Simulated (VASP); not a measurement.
# CaHBr (P4/nmm) in VASP: notebook, part 2 of 2

VASP 6.6.1. The steps go on from the part before.

## 3. Relaxation of cell and atoms, LDA

This run uses another cell than the first one, of 19.62 Å³/atom.

INCAR

```
SYSTEM = CaHBr
PREC = Accurate
ENCUT = 600
EDIFF = 1E-6
ISMEAR = -1
SIGMA = 0.05
LREAL = .False.
LASPH = .True.
NELM = 100
ALGO = Normal
ISIF = 3
LWAVE = .False.
LCHARG = .False.
GGA = CA
IBRION = 2
NSW = 80
EDIFFG = -0.02
```

KPOINTS

```
regular mesh
0
Gamma
  7 7 3
  0 0 0
```

POSCAR

```
CaHBr
1.0
    3.8580000000      0.0000000000      0.0000000000
    0.0000000000      3.8580000000      0.0000000000
    0.0000000000      0.0000000000      7.9110000000
Ca H Br
2 2 2
Direct
    0.0000000000      0.5000000000      0.1400000000
    0.5000000000      0.0000000000      0.8600000000
    0.0000000000      0.0000000000      0.0000000000
    0.5000000000      0.5000000000      0.0000000000
    0.0000000000      0.5000000000      0.6700000000
    0.5000000000      0.0000000000      0.3300000000
```

Potentials or basis: VASP PAW LDA potentials, release 64 (Ca_sv, H, Br).

The run is started by

```
> cat potpaw_LDA.64/Ca_sv/POTCAR potpaw_LDA.64/H/POTCAR potpaw_LDA.64/Br/POTCAR > POTCAR
> mpirun -np 1 vasp_std > vasp.out
```

OUTCAR:

```text
SYSTEM = CaHBr
   PREC = Accurate
   ENCUT = 600
   EDIFF = 1E-6
   ISMEAR = -1
   LREAL = .False.
   LASPH = .True.
   NELM = 100
   ISIF = 3
   GGA = CA
   IBRION = 2
   NSW = 80
   EDIFFG = -0.02

 ion  position               nearest neighbor table
   1  0.000  0.500  0.140-
   2  0.500  0.000  0.860-
   3  0.000  0.000  0.000-
   4  0.500  0.500  0.000-
   5  0.000  0.500  0.670-
   6  0.500  0.000  0.330-

  LATTYP: Found a simple tetragonal cell.
 ALAT       =     3.8580000000
 C/A-ratio  =     2.0505443235

  Lattice vectors:

 A1 = (   3.8580000000,   0.0000000000,   0.0000000000)
 A2 = (   0.0000000000,   3.8580000000,   0.0000000000)
 A3 = (   0.0000000000,   0.0000000000,   7.9110000000)

Analysis of symmetry for initial positions (statically):
=====================================================================
 Subroutine PRICEL returns:
 Original cell was already a primitive cell.

 Routine SETGRP: Setting up the symmetry group for a
 simple tetragonal supercell.

 Subroutine GETGRP returns: Found 16 space group operations
 (whereof  8 operations were pure point group operations)
 out of a pool of 16 trial point group operations.

The static configuration has the point symmetry D_2d.
 The point group associated with its full space group is D_4h.

Analysis of symmetry for dynamics (positions and initial velocities):
=====================================================================
 Subroutine PRICEL returns:
 Original cell was already a primitive cell.

 Routine SETGRP: Setting up the symmetry group for a
 simple tetragonal supercell.

 Subroutine GETGRP returns: Found 16 space group operations
 (whereof  8 operations were pure point group operations)
 out of a pool of 16 trial point group operations.

The dynamic configuration has the point symmetry D_2d.
 The point group associated with its full space group is D_4h.

 Subroutine INISYM returns: Found 16 space group operations
 (whereof  8 operations are pure point group operations),
 and found     1 'primitive' translations
[... 131 lines left out ...]
  energy-cutoff  :      600.00
  volume of cell :      117.75
 maximum number of plane-waves:      3946
 NGX is ok and might be reduce to    32
   NGX = 15   NGY = 15   NGZ = 31

--------------------------------------- Ionic step        1  -------------------------------------------

 number of electron      36.0000003 magnetization

 Free energy of the ion-electron system (eV)
  ---------------------------------------------------
  ext. energy  EPLUGINS =         0.00000000
  ---------------------------------------------------
  free energy    TOTEN  =       -23.87328429 eV

  energy without entropy =      -23.87328429  energy(sigma->0) =      -23.87328429

------------------------ aborting loop because EDIFF is reached ----------------------------------------

  FORCE on cell =-STRESS in cart. coord.  units (eV):
  Direction    XX          YY          ZZ          XY          YZ          ZX
  --------------------------------------------------------------------------------------
  -------------------------------------------------------------------------------------
  Total       -1.9289614     -1.9289614     -1.5675667      0.0000000      0.0000000      0.0000000
  in kB      -26.2469165    -26.2469165    -21.3295049      0.0000000      0.0000000      0.0000000
  external PRESSURE =     -24.6077793 kB  Pullay stress =       0.0000000 kB
[... 101 lines left out ...]
  FREE ENERGIE OF THE ION-ELECTRON SYSTEM (eV)
  ---------------------------------------------------
  free  energy   TOTEN  =       -24.1367083704 eV

  energy  without entropy=      -24.1367083703  energy(sigma->0) =      -24.13670837

 E-fermi :   2.5633     XC(G=0):  -9.7005

 val. band max:        1.4644603893   @ k =   0.1429   0.0000   0.3333
 cond. band min:       5.2250790740   @ k =   0.0000   0.0000   0.3333
 fundamental gap:      3.7606186847
 Fermi energy:         2.5633427644

 k-point     1 :       0.0000    0.0000    0.0000
  band No.  band energies     occupation
      1     -36.7365      2.00000
      2     -36.7102      2.00000
      3     -18.1988      2.00000
      4     -18.0457      2.00000
      5     -18.0325      2.00000
      6     -18.0325      2.00000
[... 489 lines left out ...]
     21       7.4916      0.00000
     22       7.7093      0.00000

[... ionic steps 4 to 15 ...]

--------------------------------------- Ionic step       16  -------------------------------------------

 number of electron      35.9999994 magnetization

------------------------ aborting loop because EDIFF is reached ----------------------------------------
[... 75 lines left out ...]
--------------------------------------- Ionic step       18  -------------------------------------------

 number of electron      35.9999993 magnetization

 Free energy of the ion-electron system (eV)
  ---------------------------------------------------
  ext. energy  EPLUGINS =         0.00000000
  ---------------------------------------------------
  free energy    TOTEN  =       -24.18859716 eV

  energy without entropy =      -24.18859716  energy(sigma->0) =      -24.18859716

 E-fermi :   2.8453     XC(G=0):  -9.8010

 val. band max:        1.7101582573   @ k =   0.1429   0.0000   0.3333
 cond. band min:       5.3485012157   @ k =   0.0000   0.0000   0.3333
 fundamental gap:      3.6383429584
 Fermi energy:         2.8452977912

 k-point     1 :       0.0000    0.0000    0.0000
  band No.  band energies     occupation
      1     -36.5578      2.00000
      2     -36.5324      2.00000
      3     -18.0172      2.00000
      4     -17.8666      2.00000
      5     -17.8583      2.00000
      6     -17.8583      2.00000
[... 522 lines left out ...]
  FREE ENERGIE OF THE ION-ELECTRON SYSTEM (eV)
  ---------------------------------------------------
  free  energy   TOTEN  =       -24.1885971626 eV

  energy  without entropy=      -24.1885971626  energy(sigma->0) =      -24.18859716

 reached required accuracy - stopping structural energy minimisation
```

OSZICAR:

```text
N       E                     dE             d eps       ncg     rms          rms(c)
DAV:   1     0.324493701169E+03    0.32449E+03   -0.18329E+04   880   0.165E+03
DAV:   2     0.492391538267E+01   -0.31957E+03   -0.31502E+03   996   0.410E+02
DAV:   3    -0.237482773350E+02   -0.28672E+02   -0.28303E+02  1430   0.952E+01
DAV:   4    -0.251579671699E+02   -0.14097E+01   -0.14074E+01  1408   0.212E+01
[... 162 lines left out ...]
DAV:   2    -0.241908952046E+02    0.18179E-02   -0.36174E-02  1018   0.175E+00    0.287E-01
DAV:   3    -0.241888261558E+02    0.20690E-02   -0.23639E-03  1174   0.388E-01    0.106E-01
DAV:   4    -0.241886007286E+02    0.22543E-03   -0.70843E-04  1212   0.183E-01    0.188E-02
DAV:   5    -0.241885971834E+02    0.35452E-05   -0.47578E-05  1180   0.490E-02    0.114E-02
DAV:   6    -0.241885971626E+02    0.20810E-07   -0.51757E-06   960   0.137E-02
  18 F= -.24188597E+02 E0= -.24188597E+02  d E =-.174445E-02
```

It took 5.8 min on 1 thread of Intel Xeon Platinum 8488C (Sapphire Rapids), shared host; peak memory 0.25 GiB.

What came out:

```yaml
Free_energy: -24.1886 eV
Relaxed_volume: 17.71 Å³/atom
Relaxed_cell: a = 3.786 Å, b = 3.786 Å, c = 7.411 Å, α = 90.00°, β = 90.00°, γ = 90.00°
Space_group_after_relaxing_to_0.1_Å: P4/nmm (No. 129)
Energy_gained_by_relaxing: 52.6 meV/atom
Ionic_steps: 18
Pressure_after_relaxing: 0.0 GPa
Band_gap_on_the_k_mesh: 3.64 eV (least direct gap 3.71 eV)
```

Forces on the atoms (eV/Å):
```
Ca   0.000  0.000 -0.002
Ca   0.000  0.000  0.002
H    0.000  0.000  0.000
H    0.000  0.000  0.000
Br   0.000  0.000  0.002
Br   0.000  0.000 -0.002
```

Step by step:
```
step  energy change (eV)  largest force (eV/Å)  pressure (GPa)  volume (Å³)
   1              0.0000                1.1303           -2.46       117.75
   2             -0.1929                0.8070           -0.86       112.69
   3             -0.2634                0.3796            1.54       107.28
   4             -0.2640                0.4151            1.33       107.68
   5             -0.2927                0.1470            0.30       109.68
   6             -0.2957                0.1383           -0.14       110.59
   7             -0.2985                0.1198           -0.13       110.39
   8             -0.3038                0.0620           -0.06       109.76
   9             -0.2987                0.0628            0.13       108.51
  10             -0.3045                0.0299            0.00       109.43
  11             -0.3066                0.0223           -0.10       109.25
  12             -0.3095                0.0880           -0.36       108.69
  13             -0.3106                0.0852           -0.28       108.34
  14             -0.3129                0.0783           -0.02       107.28
  15             -0.3126                0.0679            0.55       105.15
  16             -0.3136                0.0732            0.26       106.26
  17             -0.3146                0.0432            0.16       106.25
  18             -0.3153                0.0022            0.02       106.23
```

Final structure:
```
Ca H Br
1.0
     3.78615    0.00000    0.00000
     0.00000    3.78615    0.00000
     0.00000    0.00000    7.41088
Ca H Br
2 2 2
Direct
  0.00000 0.50000 0.17011
  0.50000 0.00000 0.82989
  0.00000 0.00000 0.00000
  0.50000 0.50000 0.00000
  0.00000 0.50000 0.66307
  0.50000 0.00000 0.33693
```

Caveat: an odd mesh through Γ misses points on the zone boundary, where band edges can lie. LDA usually gives volumes a few per cent too small.
